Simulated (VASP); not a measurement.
# C (Fmmm) in VASP: phonons with PBE+D3(BJ)

Aim: the phonons of C with PBE+D3(BJ).

Program: VASP 6.6.1. These are calculated values, not measurements. Logs are shortened: lines on timing, memory, paths and dates and some standing lists are left out, and cuts for length are marked.

## (1) The cell of the first run

Symmetry: Fmmm, No. 69, orthorhombic system. The conventional cell has a = 2.466 Å, b = 4.268 Å, c = 6.793 Å, α = 90.00°, β = 90.00°, γ = 90.00°. C (site symmetry m2m) has 3 C at 1.42 Å within 1.9 Å.

## (2) Phonons, PBE+D3(BJ)

INCAR

```
SYSTEM = C
PREC = Accurate
ENCUT = 520
EDIFF = 1E-8
ISMEAR = 0
SIGMA = 0.02
LREAL = .False.
LASPH = .True.
NELM = 80
ALGO = Normal
ISIF = 2
LWAVE = .False.
LCHARG = .False.
GGA = PE
IVDW = 12
IBRION = 6
NFREE = 2
POTIM = 0.015
NSW = 1
```

KPOINTS

```
regular mesh
0
Gamma
  18 18 18
  0 0 0
```

POSCAR

```
C
1.0
    0.0000000000      2.1341341533      3.3964015074
    1.2327708368      0.0000000000      3.3964015074
    1.2327708368      2.1341341533      0.0000000000
C
2
Direct
    0.1666910991      0.8333089009      0.1666910991
    0.8333089009      0.1666910991      0.8333089009
```

Potentials or basis: VASP PAW PBE potentials, release 64 (C).

On the command line:

```
cat potpaw_PBE.64/C/POTCAR > POTCAR
mpirun -np 1 vasp_std > vasp.out
```

OUTCAR:

```text
SYSTEM = C
   PREC = Accurate
   ENCUT = 520
   EDIFF = 1E-8
   ISMEAR = 0
   LREAL = .False.
   LASPH = .True.
   NELM = 80
   ISIF = 2
   GGA = PE
   IVDW = 12
   IBRION = 6
   NFREE = 2
   POTIM = 0.015
   NSW = 1
 IVDW          = 12

 ion  position               nearest neighbor table
   1  0.167  0.833  0.167-   2 1.42   2 1.42   2 1.42
   2  0.833  0.167  0.833-   1 1.42   1 1.42   1 1.42

  LATTYP: Found a face centered orthorhombic cell.
 ALAT       =     2.4655416736
 B/A-ratio  =     1.7311685916
 C/A-ratio  =     2.7550955993

  Lattice vectors:

 A1 = (   0.0000000000,   2.1341341533,   3.3964015074)
 A2 = (   1.2327708368,   0.0000000000,   3.3964015074)
 A3 = (   1.2327708368,   2.1341341533,   0.0000000000)

Analysis of symmetry for initial positions (statically):
=====================================================================
 Subroutine PRICEL returns:
 Original cell was already a primitive cell.

 Routine SETGRP: Setting up the symmetry group for a
 face centered orthorhombic supercell.

 Subroutine GETGRP returns: Found  8 space group operations
 (whereof  8 operations were pure point group operations)
 out of a pool of  8 trial point group operations.

The static configuration has the point symmetry D_2h.

Analysis of symmetry for dynamics (positions and initial velocities):
=====================================================================
 Subroutine PRICEL returns:
 Original cell was already a primitive cell.

 Routine SETGRP: Setting up the symmetry group for a
 face centered orthorhombic supercell.

 Subroutine GETGRP returns: Found  8 space group operations
 (whereof  8 operations were pure point group operations)
 out of a pool of  8 trial point group operations.

The dynamic configuration has the point symmetry D_2h.

 Subroutine INISYM returns: Found  8 space group operations
 (whereof  8 operations are pure point group operations),
 and found     1 'primitive' translations

----------------------------------------------------------------------------------------

                                     Primitive cell

  volume of cell :      17.8712

  direct lattice vectors                    reciprocal lattice vectors
     0.000000000  2.134134153  3.396401507    -0.405590386  0.234287052  0.147214633
[... 139 lines left out ...]

 Edisp (eV)   -0.30811

 E8    (eV) :    -0.0872
[... 231 lines left out ...]
--------------------------------------- Ionic step        7  -------------------------------------------

 number of electron       8.0000001 magnetization

 Free energy of the ion-electron system (eV)
  ---------------------------------------------------
  ext. energy  EPLUGINS =         0.00000000
  ---------------------------------------------------
  free energy    TOTEN  =       -18.42219624 eV

  energy without entropy =      -18.42219581  energy(sigma->0) =      -18.42219603

 E-fermi :   4.5746     XC(G=0): -10.2371

 val. band max:        4.5367243144   @ k =  -0.2778   0.0556   0.3333
 cond. band min:       4.6123967681   @ k =  -0.2222   0.1111   0.3333
 fundamental gap:      0.0756724536
 Fermi energy:         4.5745605277

 k-point     1 :       0.0000    0.0000    0.0000
  band No.  band energies     occupation
      1     -15.0671      2.00000
      2      -2.0414      2.00000
      3       1.5632      2.00000
      4       1.5774      2.00000
      5       8.7552      0.00000
      6      12.9050      0.00000
      7      12.9643      0.00000
      8      15.9752      0.00000
[... 243 lines left out ...]
 k-point    24 :      -0.2222    0.0556    0.0000
  band No.  band energies     occupation
      1     -13.2298      2.00000
      2      -3.5222      2.00000
      3      -0.7131      2.00000
      4      -0.1559      2.00000
      5      10.6228      0.00000
      6      11.4200      0.00000
      7      12.6053      0.00000
      8      18.9410      0.00000

 [... further k-points ...]

------------------------ aborting loop because EDIFF is reached ----------------------------------------

 Edisp (eV)   -0.30811

 E8    (eV) :    -0.0872
[... 25 lines left out ...]
  FREE ENERGIE OF THE ION-ELECTRON SYSTEM (eV)
  ---------------------------------------------------
  free  energy   TOTEN  =       -18.7303090770 eV

  energy  without entropy=      -18.7303086451  energy(sigma->0) =      -18.73030886

 INTERNAL STRAIN TENSORS FROM DISPLACED ATOMS
 ============================================

 INTERNAL STRAIN TENSOR FOR ION    1 for displacements in x,y,z  (eV/Angst):
          X           Y           Z          XY          YZ          ZX
  --------------------------------------------------------------------------------
  x     0.00000    -0.00000     0.00000    10.48884     0.00000     0.00000
  y    11.27007   -11.35361    -0.03348     0.00000     0.00000     0.00000
  z     0.00000     0.00000     0.00000     0.00000    -0.18104     0.00000

 INTERNAL STRAIN TENSOR FOR ION    2 for displacements in x,y,z  (eV/Angst):
          X           Y           Z          XY          YZ          ZX
  --------------------------------------------------------------------------------
  x     0.00000     0.00000     0.00000   -10.48884     0.00000     0.00000
  y   -11.27007    11.35361     0.03348     0.00000     0.00000     0.00000
  z     0.00000     0.00000     0.00000     0.00000     0.18104     0.00000

 Eigenvectors and eigenvalues of the dynamical matrix
 ----------------------------------------------------

   1 f  =   46.720083 THz   293.550937 2PiTHz 1558.414210 cm-1   193.218649 meV
             X         Y         Z           dx          dy          dz
      1.232771  0.711482  3.396402     0.000000   -0.707107   -0.000000
      1.232771  3.556786  3.396402    -0.000000    0.707107    0.000000
[... 11 lines left out ...]
   4 f  =    0.000000 THz     0.000003 2PiTHz    0.000016 cm-1     0.000002 meV
             X         Y         Z           dx          dy          dz
      1.232771  0.711482  3.396402    -0.500000    0.500000   -0.000000
      1.232771  3.556786  3.396402    -0.500000    0.500000    0.000000

   5 f/i=    0.000000 THz     0.000001 2PiTHz    0.000005 cm-1     0.000001 meV
             X         Y         Z           dx          dy          dz
      1.232771  0.711482  3.396402     0.000000    0.000000    0.707107
      1.232771  3.556786  3.396402     0.000000    0.000000    0.707107

   6 f/i=    0.000000 THz     0.000003 2PiTHz    0.000016 cm-1     0.000002 meV
             X         Y         Z           dx          dy          dz
      1.232771  0.711482  3.396402    -0.500000   -0.500000    0.000000
      1.232771  3.556786  3.396402    -0.500000   -0.500000    0.000000

 ELASTIC MODULI CONTR FROM IONIC RELAXATION (kBar)
 Direction    XX          YY          ZZ          XY          YZ          ZX
 --------------------------------------------------------------------------------
 XX        -212.3027    213.8765      0.6308     -0.0000      0.0000      0.0000
 YY         213.8765   -215.4620     -0.6355      0.0000     -0.0000      0.0000
 ZZ           0.6308     -0.6355     -0.0019      0.0000     -0.0000      0.0000
 XY          -0.0000      0.0000      0.0000   -186.8420     -0.0000      0.0000
 YZ           0.0000     -0.0000     -0.0000     -0.0000     -0.1778      0.0000
 ZX           0.0000      0.0000      0.0000      0.0000      0.0000      0.0000
 --------------------------------------------------------------------------------
```

OSZICAR:

```text
N       E                     dE             d eps       ncg     rms          rms(c)
DAV:   1     0.975793765979E-01    0.97579E-01   -0.43350E+03 14120   0.889E+02
[... 65 lines left out ...]
DAV:   1    -0.184232385994E+02   -0.10427E-02   -0.11781E+00 27008   0.777E+00    0.240E-01
DAV:   2    -0.184228241021E+02    0.41450E-03   -0.52144E-03 31136   0.675E-01    0.143E-01
DAV:   3    -0.184222105862E+02    0.61352E-03   -0.23071E-03 31872   0.372E-01    0.143E-02
DAV:   4    -0.184221988799E+02    0.11706E-04   -0.81414E-05 35920   0.887E-02    0.361E-03
DAV:   5    -0.184221962919E+02    0.25880E-05   -0.91129E-06 33168   0.250E-02    0.151E-03
DAV:   6    -0.184221962374E+02    0.54510E-07   -0.72640E-07 37120   0.788E-03    0.279E-04
DAV:   7    -0.184221962416E+02   -0.41993E-08   -0.20127E-08 25312   0.142E-03
   7 F= -.18730309E+02 E0= -.18730309E+02  d E =-.431926E-06
```

stdout:

```text
POSCAR found type information on POSCAR C
 POSCAR found :  1 types and       2 ions
 scaLAPACK will be used
 LDA part: xc-table for (Slater+PW92), standard interpolation
 POSCAR, INCAR and KPOINTS ok, starting setup
 FFT: planning ... GRIDC
 FFT: planning ... GRID_SOFT
 FFT: planning ... GRID
 WAVECAR not read
 entering main loop
 Found     3 degrees of freedom:
 Finite differences POTIM= 0.01500 DOF=   3
 bond charge predicted
 Finite differences progress:
 bond charge predicted
 Finite differences progress:
 bond charge predicted
 Finite differences progress:
 bond charge predicted
 Finite differences progress:
 bond charge predicted
 Finite differences progress:
 bond charge predicted
 Finite differences progress:
```

Wall time 25 min (1 thread of Oxide Virtual Turin-like, shared host); peak memory 0.46 GiB.

Results:

- Highest phonon frequency at Γ: 1558 cm⁻¹
- Dispersion energy per atom: -0.154 eV

Phonon frequencies in cm⁻¹ (negative: imaginary):
| q point | frequencies |
| --- | --- |
| (0.000, 0.000, 0.000) | 0 0 0 865 1546 1558 |
